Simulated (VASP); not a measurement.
# WC (Qusongite) (Pm) in VASP: notebook, part 2 of 2

VASP 6.6.1.

## Step 3: Single point, PBE

Contents of INCAR:

```
ALGO = Normal
EDIFF = 1E-6
ENCUT = 520
GGA = PE
ISIF = 2
ISMEAR = 0
LASPH = T
LCHARG = T
LELF = T
LREAL = F
LVHAR = T
LWAVE = F
NBANDS = 16
NELM = 60
PREC = Accurate
SIGMA = 0.1
```

Contents of KPOINTS:

```
k-points
0
Gamma
  12 12 11
```

Contents of POSCAR:

```
WC
1.0
    2.9065000000      0.0000000000      0.0000000000
   -1.4532500000      2.5171030000      0.0000000000
    0.0000000000      0.0000000000      2.8366000000
W C
1 1
Direct
    0.0000000000      0.0000000000      0.0000000000
    0.6752680773      0.3333333333      0.5000000000
```

Potentials or basis: VASP PAW PBE potentials, release 64 (W_sv, C).

On the command line:

```console
$ cat potpaw_PBE.64/W_sv/POTCAR potpaw_PBE.64/C/POTCAR > POTCAR
$ mpirun -np 1 vasp_std > vasp.out
```

OUTCAR:

```text
EDIFF = 1E-6
   ENCUT = 520
   GGA = PE
   ISIF = 2
   ISMEAR = 0
   LASPH = T
   LREAL = F
   NELM = 60
   PREC = Accurate

 ion  position               nearest neighbor table
   1  0.000  0.000  0.000-   2 2.18   2 2.18   2 2.20   2 2.20   2 2.21   2 2.21
   2  0.675  0.333  0.500-   1 2.18   1 2.18   1 2.20   1 2.20   1 2.21   1 2.21

  LATTYP: Found a hexagonal cell.
 ALAT       =     2.9065000000
 C/A-ratio  =     0.9759504559

  Lattice vectors:

 A1 = (   2.9065000000,   0.0000000000,   0.0000000000)
 A2 = (  -1.4532500000,   2.5171030000,   0.0000000000)
 A3 = (   0.0000000000,   0.0000000000,   2.8366000000)

Analysis of symmetry for initial positions (statically):
=====================================================================
 Subroutine PRICEL returns:
 Original cell was already a primitive cell.

 Routine SETGRP: Setting up the symmetry group for a
 hexagonal supercell.

 Subroutine GETGRP returns: Found  2 space group operations
 (whereof  2 operations were pure point group operations)
 out of a pool of 24 trial point group operations.

The static configuration has the point symmetry C_1h.

Analysis of symmetry for dynamics (positions and initial velocities):
=====================================================================
 Subroutine PRICEL returns:
 Original cell was already a primitive cell.

 Routine SETGRP: Setting up the symmetry group for a
 hexagonal supercell.

 Subroutine GETGRP returns: Found  2 space group operations
 (whereof  2 operations were pure point group operations)
 out of a pool of 24 trial point group operations.

The dynamic configuration has the point symmetry C_1h.

 Subroutine INISYM returns: Found  2 space group operations
 (whereof  2 operations are pure point group operations),
 and found     1 'primitive' translations

----------------------------------------------------------------------------------------

                                     Primitive cell

[... 110 lines left out ...]
     AMIX_MAG =   1.60;   BMIX_MAG =  1.00
  volume/ion in A,a.u.               =      10.38        70.02
  Fermi-wavevector in a.u.,A,eV,Ry     =   1.561262  2.950358 33.164743  2.437540
  Thomas-Fermi vector in A             =   2.664353
   LORBIT       =      0    0 simple, 1 ext, 2 COOP (PROOUT), +10 PAW based schemes
   GGA     = PE    functional components
   LHFCALC =     F    Hartree Fock is set to
   AEXX    =    0.0000 exact exchange contribution
   IVDW    =     0    specifies the selected vdW correction
   LEPSILON=     F    determine dielectric tensor
   LRPA    =     F    only Hartree local field effects (RPA)
 non-spin polarized calculation
 Gauss-broadening in eV      SIGMA  =   0.10
  energy-cutoff  :      520.00
  volume of cell :       20.75
 maximum number of plane-waves:       581
 NGX is ok and might be reduce to    24
   NGX = 11   NGY = 11   NGZ = 11

 number of electron      18.0000000 magnetization

 Free energy of the ion-electron system (eV)
  ---------------------------------------------------
  ext. energy  EPLUGINS =         0.00000000
  ---------------------------------------------------
  free energy    TOTEN  =       -22.43970784 eV

  energy without entropy =      -22.43908443  energy(sigma->0) =      -22.43939613

 E-fermi :  11.0803     XC(G=0): -13.8003

 val. band max:       11.0177691321   @ k =   0.0000   0.5000   0.3636
 cond. band min:      11.0908976318   @ k =   0.5000   0.0000   0.3636
 fundamental gap:      0.0731284997
 Fermi energy:        11.0802774402

 k-point     1 :       0.0000    0.0000    0.0000
  band No.  band energies     occupation
      1     -62.9278      2.00000
      2     -26.9079      2.00000
      3     -26.8078      2.00000
      4     -26.8057      2.00000
      5      -3.3726      2.00000
      6       6.7609      2.00000
[... 433 lines left out ...]
      3     -26.8963      2.00000
      4     -26.8625      2.00000
      5      -2.1969      2.00000
      6       5.8945      2.00000
[... 8 lines left out ...]
     15      24.9512      0.00000
     16      29.3662      0.00000

 [... further k-points ...]

------------------------ aborting loop because EDIFF is reached ----------------------------------------

  FORCE on cell =-STRESS in cart. coord.  units (eV):
  Direction    XX          YY          ZZ          XY          YZ          ZX
  --------------------------------------------------------------------------------------
  -------------------------------------------------------------------------------------
  Total        0.8888297      0.8913767      0.8935383     -0.1217832      0.0000000      0.0000000
  in kB       68.6214208     68.8180627     68.9849487     -9.4021762      0.0000000      0.0000000
  external PRESSURE =      68.8081440 kB  Pullay stress =       0.0000000 kB

 VOLUME and BASIS-vectors are now :
 -----------------------------------------------------------------------------
  energy-cutoff  :      520.00
  volume of cell :       20.75
      direct lattice vectors                 reciprocal lattice vectors
     2.906500000  0.000000000  0.000000000     0.344056425  0.198641057  0.000000000
    -1.453250000  2.517103000  0.000000000     0.000000000  0.397282114  0.000000000
     0.000000000  0.000000000  2.836600000     0.000000000  0.000000000  0.352534725

 POSITION                                       TOTAL-FORCE (eV/Angst)
 -----------------------------------------------------------------------------------
      0.00000      0.00000      0.00000         0.404939     -0.007636      0.000000
      1.47825      0.83903      1.41830        -0.404939      0.007636      0.000000
 -----------------------------------------------------------------------------------
    total drift:                               -0.000016     -0.000000     -0.000000

  FREE ENERGIE OF THE ION-ELECTRON SYSTEM (eV)
  ---------------------------------------------------
  free  energy   TOTEN  =       -22.4397078368 eV

  energy  without entropy=      -22.4390844329  energy(sigma->0) =      -22.43939613
```

stdout:

```text
POSCAR found type information on POSCAR W C
 POSCAR found :  2 types and       2 ions
 scaLAPACK will be used
 LDA part: xc-table for (Slater+PW92), standard interpolation
 POSCAR, INCAR and KPOINTS ok, starting setup
 FFT: planning ... GRIDC
 FFT: planning ... GRID_SOFT
 FFT: planning ... GRID
 WAVECAR not read
 entering main loop
```

Run time: 2.2 min. Hardware: 1 thread of Intel Xeon Platinum 8259CL at 2.50GHz (Skylake/Cascade Lake), shared host; peak memory 0.26 GiB.

What came out:

| Quantity | Value |
| --- | --- |
| Free energy | -22.4397 eV |
| Pressure | 6.9 GPa |
| Largest force | 0.405 eV/Å |
| Band gap on the k mesh | zero (band 9 reaches 11.70 eV, above the bottom of band 10 at 10.52 eV) |

Forces on the atoms (eV/Å):
```
W    0.405 -0.008  0.000
C   -0.405  0.008  0.000
```

Levels at points of the mesh, in eV from the Fermi level:
| k point | band 7 | band 8 | band 9 | band 10 | band 11 | band 12 |
| --- | --- | --- | --- | --- | --- | --- |
| (0.00, 0.00, 0.00) | -3.36 | -3.30 | 0.08 | 3.20 | 3.26 | 5.46 |
| (0.50, 0.00, 0.00) | -3.58 | -3.55 | -0.49 | 2.32 | 4.56 | 4.92 |
| (0.00, 0.50, 0.00) | -3.62 | -3.58 | -0.46 | 2.34 | 4.53 | 4.89 |
| (0.50, 0.50, 0.00) | -3.69 | -3.57 | -0.44 | 2.36 | 4.50 | 4.86 |

Caveat: spin-orbit coupling is left out, which moves the levels of the heavy elements.

## Step 4: Single point, PBE

Contents of INCAR:

```
ALGO     = Normal         # electronic algorithm
EDIFF    = 1E-6           # SCF threshold, eV
ENCUT    = 520            # plane-wave cutoff, eV
GGA      = PE             # functional
ISIF     = 2              # what is computed and relaxed
ISMEAR   = 0              # smearing method
LASPH    = T              # aspherical terms in the spheres
LCHARG   = F              # write CHGCAR
LREAL    = F              # projectors in reciprocal space
LWAVE    = F              # write WAVECAR
NBANDS   = 16             # bands
NELM     = 60             # most SCF steps
PREC     = Accurate       # precision mode
SIGMA    = 0.1            # smearing width, eV
```

KPOINTS is that of step 3.

Changes to POSCAR since step 3:

```diff
@@ -9,2 +9,2 @@
     0.0000000000      0.0000000000      0.0000000000
-    0.6752680773      0.3333333333      0.5000000000
+    0.6838694879      0.3333333333      0.5000000000
```

Potentials or basis: VASP PAW PBE potentials, release 64 (W_sv, C).

On the command line:

```console
$ cat potpaw_PBE.64/W_sv/POTCAR potpaw_PBE.64/C/POTCAR > POTCAR
$ mpirun -np 1 vasp_std > vasp.out
```

OUTCAR:

```text
EDIFF = 1E-6
   ENCUT = 520
   GGA = PE
   ISIF = 2
   ISMEAR = 0
   LASPH = T
   LREAL = F
   NELM = 60
   PREC = Accurate

 ion  position               nearest neighbor table
   1  0.000  0.000  0.000-   2 2.16   2 2.16   2 2.20   2 2.20   2 2.23   2 2.23
   2  0.684  0.333  0.500-   1 2.16   1 2.16   1 2.20   1 2.20   1 2.23   1 2.23

  LATTYP: Found a hexagonal cell.
 ALAT       =     2.9065000000
 C/A-ratio  =     0.9759504559

  Lattice vectors:

 A1 = (   2.9065000000,   0.0000000000,   0.0000000000)
 A2 = (  -1.4532500000,   2.5171030000,   0.0000000000)
 A3 = (   0.0000000000,   0.0000000000,   2.8366000000)

Analysis of symmetry for initial positions (statically):
=====================================================================
 Subroutine PRICEL returns:
 Original cell was already a primitive cell.

 Routine SETGRP: Setting up the symmetry group for a
 hexagonal supercell.

[... 156 lines left out ...]

 number of electron      18.0000000 magnetization

 Free energy of the ion-electron system (eV)
  ---------------------------------------------------
  ext. energy  EPLUGINS =         0.00000000
  ---------------------------------------------------
  free energy    TOTEN  =       -22.42454645 eV

  energy without entropy =      -22.42370490  energy(sigma->0) =      -22.42412568

 E-fermi :  11.0983     XC(G=0): -13.7997

 val. band max:       11.0664562387   @ k =   0.5000  -0.0833  -0.4545
 cond. band min:      11.1305712879   @ k =   0.0000   0.0000   0.0909
 fundamental gap:      0.0641150492
 Fermi energy:        11.0983243239

 k-point     1 :       0.0000    0.0000    0.0000
  band No.  band energies     occupation
      1     -62.9256      2.00000
      2     -26.9072      2.00000
      3     -26.8072      2.00000
      4     -26.8030      2.00000
      5      -3.3729      2.00000
      6       6.7486      2.00000
[... 433 lines left out ...]
      3     -26.8946      2.00000
      4     -26.8616      2.00000
      5      -2.1909      2.00000
      6       5.8983      2.00000
[... 8 lines left out ...]
     15      25.0100      0.00000
     16      29.3735      0.00000

 [... further k-points ...]
[... 5 lines left out ...]
  --------------------------------------------------------------------------------------
  -------------------------------------------------------------------------------------
  Total        0.9158793      0.9175734      0.9479897     -0.2433941      0.0000000      0.0000000
  in kB       70.7097651     70.8405584     73.1888305    -18.7910569      0.0000000      0.0000000
  external PRESSURE =      71.5797180 kB  Pullay stress =       0.0000000 kB

 VOLUME and BASIS-vectors are now :
 -----------------------------------------------------------------------------
  energy-cutoff  :      520.00
  volume of cell :       20.75
      direct lattice vectors                 reciprocal lattice vectors
     2.906500000  0.000000000  0.000000000     0.344056425  0.198641057  0.000000000
    -1.453250000  2.517103000  0.000000000     0.000000000  0.397282114  0.000000000
     0.000000000  0.000000000  2.836600000     0.000000000  0.000000000  0.352534725

 POSITION                                       TOTAL-FORCE (eV/Angst)
 -----------------------------------------------------------------------------------
      0.00000      0.00000      0.00000         0.806988     -0.028693      0.000000
      1.50325      0.83903      1.41830        -0.806988      0.028693      0.000000
 -----------------------------------------------------------------------------------
    total drift:                                0.000010      0.000000     -0.000000

  FREE ENERGIE OF THE ION-ELECTRON SYSTEM (eV)
  ---------------------------------------------------
  free  energy   TOTEN  =       -22.4245464490 eV

  energy  without entropy=      -22.4237049027  energy(sigma->0) =      -22.42412568
```

OSZICAR:

```text
N       E                     dE             d eps       ncg     rms          rms(c)
DAV:   1     0.109285414132E+03    0.10929E+03   -0.93895E+03 14232   0.125E+03
DAV:   2    -0.223137472748E+02   -0.13160E+03   -0.12717E+03 16776   0.336E+02
DAV:   3    -0.254818366479E+02   -0.31681E+01   -0.31580E+01 15896   0.497E+01
DAV:   4    -0.254981987273E+02   -0.16362E-01   -0.16361E-01 18488   0.403E+00
DAV:   5    -0.254983209079E+02   -0.12218E-03   -0.12218E-03 15832   0.329E-01    0.325E+01
DAV:   6    -0.225075839727E+02    0.29907E+01   -0.57760E+00 17248   0.259E+01    0.857E+00
DAV:   7    -0.224525947243E+02    0.54989E-01   -0.42660E-01 14880   0.503E+00    0.624E+00
DAV:   8    -0.224258837806E+02    0.26711E-01   -0.63315E-02 16384   0.214E+00    0.108E+00
DAV:   9    -0.224246063771E+02    0.12774E-02   -0.32342E-03 15712   0.430E-01    0.121E-01
DAV:  10    -0.224245495346E+02    0.56843E-04   -0.30432E-04 17192   0.198E-01    0.666E-02
DAV:  11    -0.224245475513E+02    0.19833E-05   -0.16187E-05 16824   0.356E-02    0.996E-03
DAV:  12    -0.224245464989E+02    0.10525E-05   -0.32369E-06 15584   0.161E-02    0.149E-03
DAV:  13    -0.224245464490E+02    0.49861E-07   -0.11572E-07  7600   0.288E-03
   1 F= -.22424546E+02 E0= -.22424126E+02  d E =-.841546E-03
```

stdout:

```text
POSCAR found type information on POSCAR W C
 POSCAR found :  2 types and       2 ions
 scaLAPACK will be used
 LDA part: xc-table for (Slater+PW92), standard interpolation
 POSCAR, INCAR and KPOINTS ok, starting setup
 FFT: planning ... GRIDC
 FFT: planning ... GRID_SOFT
 FFT: planning ... GRID
 WAVECAR not read
 entering main loop
```

It took 2.2 min on 1 thread of Intel Xeon Platinum 8259CL at 2.50GHz (Skylake/Cascade Lake), shared host; peak memory 0.26 GiB.

What came out:

```yaml
Free_energy: -22.4245 eV
Pressure: 7.2 GPa
Largest_force: 0.807 eV/Å
Band_gap_on_the_k_mesh: zero (band 9 reaches 11.70 eV, above the bottom of band 10 at 10.53 eV)
```

Forces on the atoms (eV/Å):
```
W    0.807 -0.029  0.000
C   -0.807  0.029  0.000
```

Caveat: spin-orbit coupling is left out, which moves the levels of the heavy elements.
